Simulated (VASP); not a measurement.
# C in VASP: notebook

C is run at these levels: PBEsol+D3(BJ); tasks: single point.

Program: VASP 6.6.1. These are calculated values, not measurements. Logs are shortened: lines on timing, memory, paths and dates and some standing lists are left out, and cuts for length are marked.

## Step 1: The cell of the first run

The cell holds a slab with vacuum, 2 atoms: a = 2.456 Å, b = 2.456 Å, c = 8.524 Å, α = 90.00°, β = 90.00°, γ = 120.00°.

## Step 2: Single point, PBEsol+D3(BJ)

File INCAR:

```
SYSTEM = C
PREC = Accurate ; ENCUT = 600
EDIFF = 1E-6 ; ISMEAR = 0
SIGMA = 0.1 ; LREAL = .False.
LASPH = .True. ; NELM = 120
ALGO = Normal ; ISIF = 2
LWAVE = .False. ; LCHARG = .False.
GGA = PS ; IVDW = 12
NBANDS = 11 ; GGA_COMPAT = .False.
```

File KPOINTS:

```
regular mesh
0
Gamma
  6 6 2
  0 0 0
```

File POSCAR:

```
C
1.0
    2.4561700000      0.0000000000      0.0000000000
   -1.2280900000      2.1271100000      0.0000000000
    0.0000000000      0.0000000000      8.5238000000
C
2
Direct
    0.3333333333      0.6666666667      0.0000000000
    0.6666666667      0.3333333333      0.0000000000
```

Potentials or basis: VASP PAW PBE potentials, release 64 (C).

Run with:

```bash
$ cat potpaw_PBE.64/C/POTCAR > POTCAR
$ mpirun -np 1 vasp_std > vasp.out
```

OUTCAR:

```text
SYSTEM = C
   PREC = Accurate
   ENCUT = 600
   EDIFF = 1E-6
   ISMEAR = 0
   LREAL = .False.
   LASPH = .True.
   NELM = 120
   ISIF = 2
   GGA = PS
   IVDW = 12
 IVDW          = 12

 ion  position               nearest neighbor table
   1  0.333  0.667  0.000-   2 1.42   2 1.42   2 1.42
   2  0.667  0.333  0.000-   1 1.42   1 1.42   1 1.42

  LATTYP: Found a hexagonal cell.
 ALAT       =     2.4561700000
 C/A-ratio  =     3.4703623935

  Lattice vectors:

 A1 = (   2.4561700000,   0.0000000000,   0.0000000000)
 A2 = (  -1.2280900000,   2.1271100000,   0.0000000000)
 A3 = (   0.0000000000,   0.0000000000,   8.5238000000)

Analysis of symmetry for initial positions (statically):
=====================================================================
 Subroutine PRICEL returns:
 Original cell was already a primitive cell.

 Routine SETGRP: Setting up the symmetry group for a
 hexagonal supercell.

 Subroutine GETGRP returns: Found 24 space group operations
 (whereof 24 operations were pure point group operations)
 out of a pool of 24 trial point group operations.

The static configuration has the point symmetry D_6h.

Analysis of symmetry for dynamics (positions and initial velocities):
=====================================================================
 Subroutine PRICEL returns:
 Original cell was already a primitive cell.

 Routine SETGRP: Setting up the symmetry group for a
 hexagonal supercell.

 Subroutine GETGRP returns: Found 24 space group operations
 (whereof 24 operations were pure point group operations)
 out of a pool of 24 trial point group operations.

The dynamic configuration has the point symmetry D_6h.

 Subroutine INISYM returns: Found 24 space group operations
 (whereof 24 operations are pure point group operations),
 and found     1 'primitive' translations

----------------------------------------------------------------------------------------

                                     Primitive cell

  volume of cell :      44.5330

  direct lattice vectors                    reciprocal lattice vectors
     2.456170000  0.000000000  0.000000000     0.407137942  0.235061673  0.000000000
    -1.228090000  2.127110000  0.000000000     0.000000000  0.470121432  0.000000000
     0.000000000  0.000000000  8.523800000     0.000000000  0.000000000  0.117318567

  length of vectors
     2.456170000  2.456176297  8.523800000     0.470122638  0.470121432  0.117318567

[... 76 lines left out ...]
   ISYM   =      2    0-nonsym 1-usesym 2-fastsym
   POTIM  = 0.5000    time-step for ionic-motion
   TEBEG  =    0.0;   TEEND  =   0.0 temperature during run
   PSTRESS=    0.0 pullay stress
   NELECT =       8.0000    total number of electrons
   NUPDOWN=      -1.0000    fix difference up-down
   EMIN   =  10.00;   EMAX   =-10.00  energy-range for DOS
   EFERMI =   0.00;   METHOD = LEGACY
   ISMEAR =     0;   SIGMA  =   0.10  broadening in eV -4-tet -1-fermi 0-gaus
   EFERMI_NEDOS =   21; number of points for ismear=-14 and -15
   IALGO  =     38    algorithm
   IMIX   =      4    mixing-type and parameters
     AMIX     =   0.40;   BMIX     =  1.00
     AMIX_MAG =   1.60;   BMIX_MAG =  1.00
  volume/ion in A,a.u.               =      22.27       150.26
  Fermi-wavevector in a.u.,A,eV,Ry     =   0.923728  1.745594 11.609499  0.853274
  Thomas-Fermi vector in A             =   2.049397
   LORBIT       =      0    0 simple, 1 ext, 2 COOP (PROOUT), +10 PAW based schemes
   GGA     = PS    functional components
   LHFCALC =     F    Hartree Fock is set to
   AEXX    =    0.0000 exact exchange contribution
   IVDW    =    12    specifies the selected vdW correction
   LEPSILON=     F    determine dielectric tensor
   LRPA    =     F    only Hartree local field effects (RPA)
 non-spin polarized calculation
 Gauss-broadening in eV      SIGMA  =   0.10
  energy-cutoff  :      600.00
  volume of cell :       44.53
 maximum number of plane-waves:      1512
 NGX is ok and might be reduce to    20
   NGX =  9   NGY =  9   NGZ = 35

 number of electron       7.9999998 magnetization

 Free energy of the ion-electron system (eV)
  ---------------------------------------------------
  ext. energy  EPLUGINS =         0.00000000
  ---------------------------------------------------
  free energy    TOTEN  =       -19.23588526 eV

  energy without entropy =      -19.22961649  energy(sigma->0) =      -19.23275087

 E-fermi :  -0.7444     XC(G=0):  -4.9826

 val. band max:       -0.7444686980   @ k =   0.3333   0.3333   0.5000
 cond. band min:      -0.7443814978   @ k =   0.3333   0.3333   0.0000
 fundamental gap:      0.0000872002
 Fermi energy:        -0.7444250981

 k-point     1 :       0.0000    0.0000    0.0000
  band No.  band energies     occupation
      1     -20.3247      2.00000
      2      -8.4745      2.00000
      3      -3.7457      2.00000
      4      -3.7457      2.00000
      5       2.3531      0.00000
      6       4.7252      0.00000
      7       6.2709      0.00000
      8       7.6165      0.00000
      9       7.6166      0.00000
     10      10.8470      0.00000
     11      12.1284      0.00000
[... 169 lines left out ...]
 k-point    14 :       0.3333    0.3333    0.5000
  band No.  band energies     occupation
      1     -13.3150      2.00000
      2     -13.3149      2.00000
      3     -11.4366      2.00000
      4      -0.7445      1.00105
      5      -0.7445      1.00049
      6       9.7563      0.00000
      7      12.3504      0.00000
      8      12.3505      0.00000
      9      12.9519      0.00000
     10      14.0264      0.00000
     11      14.0264      0.00000

------------------------ aborting loop because EDIFF is reached ----------------------------------------

 Edisp (eV)   -0.10236

 E8    (eV) :    -0.0513

  FORCE on cell =-STRESS in cart. coord.  units (eV):
  Direction    XX          YY          ZZ          XY          YZ          ZX
  --------------------------------------------------------------------------------------
  -------------------------------------------------------------------------------------
  Total       0.25767     0.25767    -0.05242    -0.00000     0.00000     0.00000
  in kB       9.27035     9.27038    -1.88602    -0.00002     0.00000     0.00000
  external pressure =        5.55 kB  Pullay stress =        0.00 kB

 VOLUME and BASIS-vectors are now :
 -----------------------------------------------------------------------------
  energy-cutoff  :      600.00
  volume of cell :       44.53
      direct lattice vectors                 reciprocal lattice vectors
     2.456170000  0.000000000  0.000000000     0.407137942  0.235061673  0.000000000
    -1.228090000  2.127110000  0.000000000     0.000000000  0.470121432  0.000000000
     0.000000000  0.000000000  8.523800000     0.000000000  0.000000000  0.117318567

 POSITION                                       TOTAL-FORCE (eV/Angst)
 -----------------------------------------------------------------------------------
     -0.00000      1.41807      0.00000        -0.000000     -0.000000     -0.000000
      1.22808      0.70904      0.00000         0.000000      0.000000      0.000000
 -----------------------------------------------------------------------------------
    total drift:                                0.000000     -0.000000     -0.000000

  FREE ENERGIE OF THE ION-ELECTRON SYSTEM (eV)
  ---------------------------------------------------
  free  energy   TOTEN  =       -19.3382483169 eV

  energy  without entropy=      -19.3319795471  energy(sigma->0) =      -19.33511393
```

OSZICAR:

```text
N       E                     dE             d eps       ncg     rms          rms(c)
DAV:   1     0.272905949248E+02    0.27291E+02   -0.42848E+03   308   0.679E+02
DAV:   2    -0.186432782653E+02   -0.45934E+02   -0.44830E+02   427   0.132E+02
DAV:   3    -0.205194863529E+02   -0.18762E+01   -0.18639E+01   420   0.267E+01
DAV:   4    -0.205378924120E+02   -0.18406E-01   -0.18403E-01   400   0.309E+00
DAV:   5    -0.205381404496E+02   -0.24804E-03   -0.24803E-03   416   0.332E-01    0.643E+00
DAV:   6    -0.196001234766E+02    0.93802E+00   -0.75077E-01   349   0.498E+00    0.373E+00
DAV:   7    -0.192399119518E+02    0.36021E+00   -0.99761E-01   365   0.574E+00    0.921E-01
DAV:   8    -0.192347331646E+02    0.51788E-02   -0.30751E-02   351   0.979E-01    0.184E-01
DAV:   9    -0.192343126959E+02    0.42047E-03   -0.54621E-04   382   0.149E-01    0.116E-01
DAV:  10    -0.192342834775E+02    0.29218E-04   -0.45745E-03   328   0.275E-01    0.841E-02
DAV:  11    -0.192353327756E+02   -0.10493E-02   -0.15592E-04   359   0.727E-02    0.485E-02
DAV:  12    -0.192358186640E+02   -0.48589E-03   -0.77914E-05   331   0.570E-02    0.198E-02
DAV:  13    -0.192358700250E+02   -0.51361E-04   -0.20381E-06   357   0.107E-02    0.651E-03
DAV:  14    -0.192358849189E+02   -0.14894E-04   -0.11060E-06   331   0.600E-03    0.123E-03
DAV:  15    -0.192358852595E+02   -0.34066E-06   -0.38746E-08   374   0.126E-03
   1 F= -.19338248E+02 E0= -.19335114E+02  d E =-.626877E-02
```

It took 10 s on 1 thread of AMD EPYC 7R43 (Zen 3), shared host; peak memory 0.13 GiB.

What came out:

```
Free energy                : -19.3382 eV
Band gap on the k mesh     : zero (filled and empty bands touch)
Dispersion energy per atom : -0.051 eV
```

Caveat: the k points lie up to 0.49 Å⁻¹ apart; three body term missing; the PAW data sets were made with another functional, which shifts forces and pressure a little.

## Step 3: Single point, PBEsol+D3(BJ)

File INCAR:

```
PREC     = Accurate       # precision mode
ENCUT    = 600            # plane-wave cutoff, eV
EDIFF    = 1E-6           # SCF threshold, eV
ISMEAR   = 0              # smearing method
SIGMA    = 0.1            # smearing width, eV
LREAL    = F              # projectors in reciprocal space
LASPH    = T              # aspherical terms in the spheres
NELM     = 120            # most SCF steps
ALGO     = Normal         # electronic algorithm
ISIF     = 2              # what is computed and relaxed
LWAVE    = F              # write WAVECAR
LCHARG   = F              # write CHGCAR
GGA      = PS             # functional
IVDW     = 12             # dispersion correction
NBANDS   = 11             # bands
GGA_COMPAT= F
```

File KPOINTS:

```
regular mesh
0
Gamma
  7 7 2
```

POSCAR is that of step 2.

Potentials or basis: VASP PAW PBE potentials, release 64 (C).

Run with:

```bash
$ cat potpaw_PBE.64/C/POTCAR > POTCAR
$ mpirun -np 1 vasp_std > vasp.out
```

OUTCAR:

```text
PREC = Accurate
   ENCUT = 600
   EDIFF = 1E-6
   ISMEAR = 0
   LREAL = F
   LASPH = T
   NELM = 120
   ISIF = 2
   GGA = PS
   IVDW = 12
 IVDW          = 12

 ion  position               nearest neighbor table
   1  0.333  0.667  0.000-   2 1.42   2 1.42   2 1.42
   2  0.667  0.333  0.000-   1 1.42   1 1.42   1 1.42

  LATTYP: Found a hexagonal cell.
 ALAT       =     2.4561700000
 C/A-ratio  =     3.4703623935

  Lattice vectors:

 A1 = (   2.4561700000,   0.0000000000,   0.0000000000)
 A2 = (  -1.2280900000,   2.1271100000,   0.0000000000)
 A3 = (   0.0000000000,   0.0000000000,   8.5238000000)

Analysis of symmetry for initial positions (statically):
=====================================================================
 Subroutine PRICEL returns:
 Original cell was already a primitive cell.

 Routine SETGRP: Setting up the symmetry group for a
 hexagonal supercell.

 Subroutine GETGRP returns: Found 24 space group operations
 (whereof 24 operations were pure point group operations)
 out of a pool of 24 trial point group operations.

The static configuration has the point symmetry D_6h.
[... 161 lines left out ...]
  band No.  band energies     occupation
      1     -20.3266      2.00000
      2      -8.4757      2.00000
      3      -3.7482      2.00000
      4      -3.7482      2.00000
      5       2.3530      0.00000
      6       4.7255      0.00000
      7       6.2698      0.00000
      8       7.6144      0.00000
      9       7.6145      0.00000
     10      10.8448      0.00000
     11      12.1262      0.00000
[... 197 lines left out ...]
 k-point    16 :       0.2857    0.2857    0.5000
  band No.  band energies     occupation
      1     -14.7884      2.00000
      2     -12.2317      2.00000
      3     -10.7174      2.00000
      4      -2.2737      2.00000
      5       0.7642      0.00000
      6       9.8942      0.00000
      7      10.6477      0.00000
      8      11.8667      0.00000
      9      12.3766      0.00000
     10      12.4422      0.00000
     11      15.7934      0.00000

------------------------ aborting loop because EDIFF is reached ----------------------------------------

 Edisp (eV)   -0.10236

 E8    (eV) :    -0.0513

  FORCE on cell =-STRESS in cart. coord.  units (eV):
  Direction    XX          YY          ZZ          XY          YZ          ZX
  --------------------------------------------------------------------------------------
  -------------------------------------------------------------------------------------
  Total       0.17416     0.17416    -0.05329    -0.00000     0.00000    -0.00000
  in kB       6.26588     6.26590    -1.91714    -0.00001     0.00000    -0.00000
  external pressure =        3.54 kB  Pullay stress =        0.00 kB

 VOLUME and BASIS-vectors are now :
 -----------------------------------------------------------------------------
  energy-cutoff  :      600.00
  volume of cell :       44.53
      direct lattice vectors                 reciprocal lattice vectors
     2.456170000  0.000000000  0.000000000     0.407137942  0.235061673  0.000000000
    -1.228090000  2.127110000  0.000000000     0.000000000  0.470121432  0.000000000
     0.000000000  0.000000000  8.523800000     0.000000000  0.000000000  0.117318567

 POSITION                                       TOTAL-FORCE (eV/Angst)
 -----------------------------------------------------------------------------------
     -0.00000      1.41807      0.00000         0.000000      0.000000      0.000000
      1.22808      0.70904      0.00000        -0.000000     -0.000000     -0.000000
 -----------------------------------------------------------------------------------
    total drift:                                0.000000     -0.000000     -0.000000

  FREE ENERGIE OF THE ION-ELECTRON SYSTEM (eV)
  ---------------------------------------------------
  free  energy   TOTEN  =       -19.4028929545 eV

  energy  without entropy=      -19.4028929545  energy(sigma->0) =      -19.40289295
```

Run time: 12 s. Hardware: 1 thread of AMD EPYC 7R43 (Zen 3), shared host; peak memory 0.14 GiB.

What came out:

```yaml
Free_energy: -19.4029 eV
Band_gap_on_the_k_mesh: 3.04 eV, direct
Dispersion_energy_per_atom: -0.051 eV
```

Caveat: the k points lie up to 0.42 Å⁻¹ apart; three body term missing; the PAW data sets were made with another functional, which shifts forces and pressure a little.

## Step 4: Single point, PBEsol+D3(BJ)

File INCAR:

```
ALGO = Normal
EDIFF = 1E-6
ENCUT = 600
GGA = PS
GGA_COMPAT = False
ISIF = 2
ISMEAR = 0
IVDW = 12
LASPH = True
LCHARG = False
LREAL = False
LWAVE = False
NBANDS = 11
NELM = 120
PREC = Accurate
SIGMA = 0.1
```

File KPOINTS:

```
k-points
0
Gamma
  9 9 3
```

POSCAR is that of step 3.

Run with:

```bash
$ cat potpaw_PBE.64/C/POTCAR > POTCAR
$ mpirun -np 1 vasp_std > vasp.out
```

Run time: 16 s. Hardware: 1 thread of AMD EPYC 7R43 (Zen 3), shared host; peak memory 0.14 GiB.

The run converged. Its results:

```
Free energy                : -19.3754 eV
Band gap on the k mesh     : zero (filled and empty bands touch)
Dispersion energy per atom : -0.051 eV
```

Levels at points of the mesh, in eV from the Fermi level:
| k point | band 1 | band 2 | band 3 | band 4 | band 5 | band 6 | band 7 | band 8 |
| --- | --- | --- | --- | --- | --- | --- | --- | --- |
| (0.00, 0.00, 0.00) | -19.58 | -7.73 | -3.00 | -3.00 | 3.10 | 5.47 | 7.01 | 8.36 |

Caveat: three body term missing; the PAW data sets were made with another functional, which shifts forces and pressure a little.

## Step 5: The runs side by side

```tsv
k mesh	gap on the mesh (eV)
6 × 6 × 2	none
7 × 7 × 2	3.04
9 × 9 × 3	none
```

Alike in all rows: task single point; level PBEsol+D3(BJ); potentials or basis VASP PAW PBE potentials, release 64 (C); no spin polarisation; cell as given; cutoff (eV) 600; smearing gaussian 0.1 eV.

Caveats: some runs use coarse meshes; three body term missing; the PAW data sets were made with another functional, which shifts forces and pressure a little.

Absolute energies hang on the potentials; compare differences alone.
